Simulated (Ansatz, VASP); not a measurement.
**CaMg: VASP beside Ansatz**

```
Ca Mg
1.0
     3.63746    0.00000    0.00000
     0.00000    3.63746    0.00000
     0.00000    0.00000    4.80399
Ca Mg
1 1
Direct
  0.00000 0.00000 0.00000
  0.50000 0.50000 0.50000
```

Alike in both runs: task single point; functional LDA; k mesh 14 × 14 × 14; occupations gaussian, width 0.15 eV; no spin polarisation.

|  | VASP | Ansatz |
| --- | --- | --- |
| version | VASP 6.6.1 | Ansatz 0.2.0 |
| potentials or method | VASP PAW LDA potentials, release 64 (Ca_sv, Mg), cutoff 520 eV | scalar-relativistic, plane waves, PAW |
| valence electrons in the cell | 12 | 20 |

```tsv
	VASP	Ansatz	Ansatz less VASP
gap on the k mesh at the Fermi level (eV)	none	none	-
pressure (GPa)	-2.5	-2.3	+0.19
traceless stress, the component that is largest in VASP (GPa)	-0.95	-0.90	+0.055
```

LDA's correlation is that of Perdew and Zunger in VASP and of Perdew and Wang (1992) in Ansatz. A gap of «none» marks a metal or a gap that the smearing closes. VASP's potentials hold 12 valence electrons a cell and Ansatz's 20, so a difference there can come from the potentials and not from the codes.
